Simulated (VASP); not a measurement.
# Mo (I4/mmm) in VASP: further runs

Runs on Mo. Level: PBE. Tasks: single point.

Program: VASP 6.6.1. These are calculated values, not measurements. Logs are shortened: lines on timing, memory, paths and dates and some standing lists are left out, and cuts for length are marked.

## Step 1: The cell of the first run

It takes space group I4/mmm (No. 139, tetragonal). The conventional cell has a = 2.830 Å, b = 2.830 Å, c = 4.602 Å, α = 90.00°, β = 90.00°, γ = 90.00°. Within 3.7 Å of Mo (site symmetry 4/mmm) lie 12 Mo at 2.83 to 3.05 Å.

## Step 2: Single point, PBE (engineering shear strain xz +0.0000, normal strain along z +0.1500)

Input file INCAR:

```
SYSTEM = Mo
PREC     = Accurate       ! precision mode
ENCUT    = 520            ! plane-wave cutoff, eV
EDIFF    = 1E-6           ! SCF threshold, eV
ISMEAR   = 0              ! smearing method
SIGMA    = 0.15           ! smearing width, eV
LREAL    = .False.        ! projectors in reciprocal space
LASPH    = .True.         ! aspherical terms in the spheres
NELM     = 100            ! most SCF steps
ALGO     = Fast           ! electronic algorithm
ISIF     = 2              ! what is computed and relaxed
LWAVE    = .False.        ! write WAVECAR
LCHARG   = .True.         ! write CHGCAR
GGA      = PE             ! functional
LELF     = .True.         ! ELF
LVHAR    = .True.       
NBANDS   = 13             ! bands
```

Input file KPOINTS:

```
Automatic mesh
0
Gamma
  20 20 20
  0 0 0
```

Input file POSCAR:

```
Mo
1.0
    0.0000000000      2.0010280217      2.3011822250
    2.0010280217      0.0000000000      2.3011822250
    2.0010280217      2.0010280217      0.0000000000
Mo
1
Direct
    0.0000000000      0.0000000000      0.0000000000
```

Potentials or basis: VASP PAW PBE potentials, release 64 (Mo_sv).

On the command line:

```console
cat potpaw_PBE.64/Mo_sv/POTCAR > POTCAR
mpirun -np 1 vasp_std > vasp.out
```

OUTCAR:

```text
SYSTEM = Mo
   PREC = Accurate
   ENCUT = 520
   EDIFF = 1E-6
   ISMEAR = 0
   LREAL = .False.
   LASPH = .True.
   NELM = 100
   ISIF = 2
   GGA = PE

 ion  position               nearest neighbor table
   1  0.000  0.000  0.000-

  LATTYP: Found a body centered tetragonal cell.
 ALAT       =     2.8298809670
 C/A-ratio  =     1.6263455968

  Lattice vectors:

 A1 = (  -2.0010280217,   0.0000000000,   2.3011822250)
 A2 = (   2.0010280217,   0.0000000000,   2.3011822250)
 A3 = (   0.0000000000,   2.0010280217,  -2.3011822250)

Analysis of symmetry for initial positions (statically):
=====================================================================
 Subroutine PRICEL returns:
 Original cell was already a primitive cell.

 Routine SETGRP: Setting up the symmetry group for a
 body centered tetragonal supercell.

 Subroutine GETGRP returns: Found 16 space group operations
 (whereof 16 operations were pure point group operations)
 out of a pool of 16 trial point group operations.

The static configuration has the point symmetry D_4h.

Analysis of symmetry for dynamics (positions and initial velocities):
=====================================================================
 Subroutine PRICEL returns:
 Original cell was already a primitive cell.

 Routine SETGRP: Setting up the symmetry group for a
 body centered tetragonal supercell.

 Subroutine GETGRP returns: Found 16 space group operations
 (whereof 16 operations were pure point group operations)
 out of a pool of 16 trial point group operations.

The dynamic configuration has the point symmetry D_4h.

 Subroutine INISYM returns: Found 16 space group operations
 (whereof 16 operations are pure point group operations),
 and found     1 'primitive' translations

----------------------------------------------------------------------------------------

                                     Primitive cell

  volume of cell :      18.4284

  direct lattice vectors                    reciprocal lattice vectors
     0.000000000  2.001028022  2.301182225    -0.249871563  0.249871563  0.217279620
     2.001028022  0.000000000  2.301182225     0.249871563 -0.249871563  0.217279620
     2.001028022  2.001028022  0.000000000     0.249871563  0.249871563 -0.217279620

  length of vectors
     3.049516810  3.049516810  2.829880967     0.414827711  0.414827711  0.414827711

  position of ions in fractional coordinates (direct lattice)
     0.000000000  0.000000000  0.000000000

  ion indices of the primitive-cell ions
   primitive index   ion index
[... 76 lines left out ...]
   NSW    =      0    number of steps for IOM
   IBRION =     -1    ionic relax: 0-MD 1-quasi-New 2-CG
   NFREE  =      0    steps in history (QN), initial steepest desc. (CG)
   ISIF   =      2    stress and relaxation
   ISYM   =      2    0-nonsym 1-usesym 2-fastsym
   POTIM  = 0.5000    time-step for ionic-motion
   TEBEG  =    0.0;   TEEND  =   0.0 temperature during run
   PSTRESS=    0.0 pullay stress
   NELECT =      14.0000    total number of electrons
   NUPDOWN=      -1.0000    fix difference up-down
   EMIN   =  10.00;   EMAX   =-10.00  energy-range for DOS
   EFERMI =   0.00;   METHOD = LEGACY
   ISMEAR =     0;   SIGMA  =   0.15  broadening in eV -4-tet -1-fermi 0-gaus
   EFERMI_NEDOS =   21; number of points for ismear=-14 and -15
   IALGO  =     68    algorithm
   IMIX   =      4    mixing-type and parameters
     AMIX     =   0.40;   BMIX     =  1.00
     AMIX_MAG =   1.60;   BMIX_MAG =  1.00
  volume/ion in A,a.u.               =      18.43       124.36
  Fermi-wavevector in a.u.,A,eV,Ry     =   1.493786  2.822846 30.359995  2.231397
  Thomas-Fermi vector in A             =   2.606142
   LORBIT       =      0    0 simple, 1 ext, 2 COOP (PROOUT), +10 PAW based schemes
   GGA     = PE    functional components
   LHFCALC =     F    Hartree Fock is set to
   AEXX    =    0.0000 exact exchange contribution
   IVDW    =     0    specifies the selected vdW correction
   LEPSILON=     F    determine dielectric tensor
   LRPA    =     F    only Hartree local field effects (RPA)
 non-spin polarized calculation
 RMM-DIIS sequential band-by-band and
 Gauss-broadening in eV      SIGMA  =   0.15
  energy-cutoff  :      520.00
  volume of cell :       18.43
 maximum number of plane-waves:       509
   NGX = 11   NGY = 11   NGZ = 11

 number of electron      14.0000000 magnetization

 Free energy of the ion-electron system (eV)
  ---------------------------------------------------
  ext. energy  EPLUGINS =         0.00000000
  ---------------------------------------------------
  free energy    TOTEN  =       -10.38553272 eV

  energy without entropy =      -10.37061198  energy(sigma->0) =      -10.37807235

 E-fermi :   9.9845     XC(G=0): -12.4716

 val. band max:        9.9818382219   @ k =  -0.4500   0.0500   0.3500
 cond. band min:       9.9867041854   @ k =   0.2000   0.0500   0.1500
 fundamental gap:      0.0048659634
 Fermi energy:         9.9845461045

 k-point     1 :       0.0000    0.0000    0.0000
  band No.  band energies     occupation
      1     -51.1130      2.00000
      2     -24.7639      2.00000
      3     -24.6307      2.00000
      4     -24.6307      2.00000
      5       3.4958      2.00000
      6       8.2545      2.00000
      7       9.8028      1.91346
      8       9.8028      1.91346
      9      10.2178      0.02790
     10      12.2834      0.00000
     11      22.9948      0.00000
     12      25.1222      0.00000
     13      28.6221      0.00000
[... 354 lines left out ...]
  band No.  band energies     occupation
      1     -50.9997      2.00000
      2     -25.4039      2.00000
      3     -24.8913      2.00000
      4     -24.6509      2.00000
      5       5.8838      2.00000
      6       8.5075      2.00000
      7       9.5293      1.99998
      8      10.0431      0.58074
      9      12.1077      0.00000
     10      12.9124      0.00000
     11      20.6326      0.00000
     12      23.1044      0.00000
     13      28.1603      0.00000

 [... further k-points ...]
[... 5 lines left out ...]
  --------------------------------------------------------------------------------------
  -------------------------------------------------------------------------------------
  Total       -3.1211968     -3.1211968     -2.2550563      0.0000000     -0.0000000     -0.0000000
  in kB     -271.3590990   -271.3590990   -196.0562182      0.0000000     -0.0000000     -0.0000000
  external PRESSURE =    -246.2581387 kB  Pullay stress =       0.0000000 kB

 VOLUME and BASIS-vectors are now :
 -----------------------------------------------------------------------------
  energy-cutoff  :      520.00
  volume of cell :       18.43
      direct lattice vectors                 reciprocal lattice vectors
     0.000000000  2.001028022  2.301182225    -0.249871563  0.249871563  0.217279620
     2.001028022  0.000000000  2.301182225     0.249871563 -0.249871563  0.217279620
     2.001028022  2.001028022  0.000000000     0.249871563  0.249871563 -0.217279620

 POSITION                                       TOTAL-FORCE (eV/Angst)
 -----------------------------------------------------------------------------------
      0.00000      0.00000      0.00000        -0.000000      0.000000     -0.000000
 -----------------------------------------------------------------------------------
    total drift:                               -0.000000      0.000000      0.000000

  FREE ENERGIE OF THE ION-ELECTRON SYSTEM (eV)
  ---------------------------------------------------
  free  energy   TOTEN  =       -10.3855327193 eV

  energy  without entropy=      -10.3706119819  energy(sigma->0) =      -10.37807235
```

stdout:

```text
POSCAR found type information on POSCAR Mo
 POSCAR found :  1 types and       1 ions
 scaLAPACK will be used
 LDA part: xc-table for (Slater+PW92), standard interpolation
 POSCAR, INCAR and KPOINTS ok, starting setup
 FFT: planning ... GRIDC
 FFT: planning ... GRID_SOFT
 FFT: planning ... GRID
 WAVECAR not read
 entering main loop
```

It took 76 s on 1 thread of Intel Xeon Platinum 8488C (Sapphire Rapids), shared host; peak memory 0.25 GiB.

What came out:

| Item | Value |
| --- | --- |
| Free energy | -10.3855 eV |
| Pressure | -24.6 GPa |
| Band gap on the k mesh | zero (band 7 reaches 12.63 eV, above the bottom of band 8 at 9.57 eV) |

Caveat: the cell differs from its parent crystal (engineering shear strain xz +0.0000, normal strain along z +0.1500).

## Step 3: Single point, PBE (engineering shear strain xz +0.0000, normal strain along z -0.1500)

Input file INCAR:

```
PREC = Accurate
ENCUT = 520
EDIFF = 1E-6
ISMEAR = 0
SIGMA = 0.15
LREAL = F
LASPH = T
NELM = 80
ALGO = Fast
ISIF = 2
LWAVE = F
LCHARG = F
GGA = PE
NBANDS = 13
```

Input file KPOINTS:

```
regular mesh
0
Gamma
  20 20 20
```

Input file POSCAR:

```
Mo
1.0
    0.0000000000      2.0010280217      1.7008738184
    2.0010280217      0.0000000000      1.7008738184
    2.0010280217      2.0010280217      0.0000000000
Mo
1
Direct
    0.0000000000      0.0000000000      0.0000000000
```

Potentials or basis: VASP PAW PBE potentials, release 64 (Mo_sv).

On the command line:

```console
cat potpaw_PBE.64/Mo_sv/POTCAR > POTCAR
mpirun -np 1 vasp_std > vasp.out
```

Wall time 64 s (1 thread of Intel Xeon Platinum 8488C (Sapphire Rapids), shared host); peak memory 0.22 GiB.

Results (log left out):

```
Free energy            : -10.3207 eV
Pressure               : 55.9 GPa
Band gap on the k mesh : zero (band 7 reaches 19.39 eV, above the bottom of band 8 at 13.60 eV)
```

Stress tensor (GPa, compression positive):
```
68.24  0.00  0.00
 0.00 68.24  0.00
 0.00  0.00 31.17
```

Levels at points of the mesh, in eV from the Fermi level:
```tsv
k point	band 5	band 6	band 7	band 8	band 9	band 10
(0.00, 0.00, 0.00)	-7.50	-1.87	-1.87	0.21	0.27	2.91
(0.50, 0.00, 0.00)	-5.91	-2.91	-0.02	2.00	3.69	5.36
(0.50, 0.50, 0.00)	-6.65	-6.13	4.56	5.27	5.27	7.31
(0.50, 0.00, 0.50)	-6.37	-5.32	3.64	4.00	4.11	6.07
```

Caveat: the cell differs from its parent crystal (engineering shear strain xz +0.0000, normal strain along z -0.1500).

(Part 1 of 2 ends here.)
